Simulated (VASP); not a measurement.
Write the native input for VASP 6.6.1 that does the following.

```yaml
Task: single point
Functional: PBE
Potentials_or_basis: VASP PAW PBE potentials, release 64 (Ca_sv, Be)
Cutoff: 520 eV
k_mesh: 10 × 10 × 10
Occupations: gaussian, width 0.1 eV
Spin: no spin polarisation
Dipole_correction: no
Further_INCAR_settings: ALGO = Fast; EDIFF = 1e-06; NBANDS = 23
```

The structure of CaBe2 lies in POSCAR:

```
CaBe2
1.0
   -2.5229372177      3.6843659300      3.7819617671
    2.5229372177     -3.6843659300      3.7819617671
    2.5229372177      3.6843659300     -3.7819617671
Ca Be
2 4
Direct
    0.2615371537      0.5000000000      0.7615371537
    0.7384628463      0.5000000000      0.2384628463
    0.2729153712      0.1364417038      0.1364736674
    0.9999680364      0.1364417038      0.8635263326
    0.7270846288      0.8635582962      0.8635263326
    0.0000319636      0.8635582962      0.1364736674
```

The cell was generated, and may not be a known phase.

One way to write it, as run:

INCAR

```
PREC = Accurate ; ENCUT = 520
EDIFF = 1E-6 ; ISMEAR = 0
SIGMA = 0.1 ; LREAL = F
LASPH = T ; NELM = 100
ALGO = Fast ; ISIF = 2
LWAVE = F ; LCHARG = F
GGA = PE ; NBANDS = 23
```

KPOINTS

```
Automatic mesh
0
Gamma
  10 10 10
```

Potentials or basis: VASP PAW PBE potentials, release 64 (Ca_sv, Be).

Launch:

```bash
$ cat potpaw_PBE.64/Ca_sv/POTCAR potpaw_PBE.64/Be/POTCAR > POTCAR
$ mpirun -np 1 vasp_std > vasp.out
```

Results of the run:

```yaml
Pressure: 0.1 GPa
Largest_force: 0.006 eV/Å
Band_gap_on_the_k_mesh: zero (bands 14 and 15 overlap by 0.97 eV)
```

Run time: 17 min on 1 thread of Intel(R) Xeon(R) Platinum 8488C (Sapphire Rapids) (shared host), peak memory 0.66 GiB.
